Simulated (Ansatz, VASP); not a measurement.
**Two plane-wave programs on Pd**

```
CELL_PARAMETERS angstrom
0.00000 1.93950 1.93950
1.93950 0.00000 1.93950
1.93950 1.93950 0.00000
ATOMIC_POSITIONS crystal
Pd 0.00000 0.00000 0.00000
```

Alike in both runs: task single point; functional r2SCAN; k mesh 13 × 13 × 13; occupations fermi-dirac, width 0.3 eV; no spin polarisation.

|  | VASP | Ansatz |
| --- | --- | --- |
| version | VASP 6.6.1 | Ansatz 0.2.0 |
| potentials or method | VASP PAW PBE potentials, release 64 (Pd), cutoff 550 eV | PAW, plane waves, scalar-relativistic |
| valence electrons in the cell | 10 | 18 |

VASP gave:

| Property | Result |
| --- | --- |
| pressure (GPa) | 7.1 |

Question: Estimate Ansatz's values.

Answer: Pressure (GPa): 6.3.

VASP's potentials were made for PBE, not for r2SCAN. VASP's potentials hold 10 valence electrons a cell and Ansatz's 18, so a difference there can come from the potentials and not from the codes.
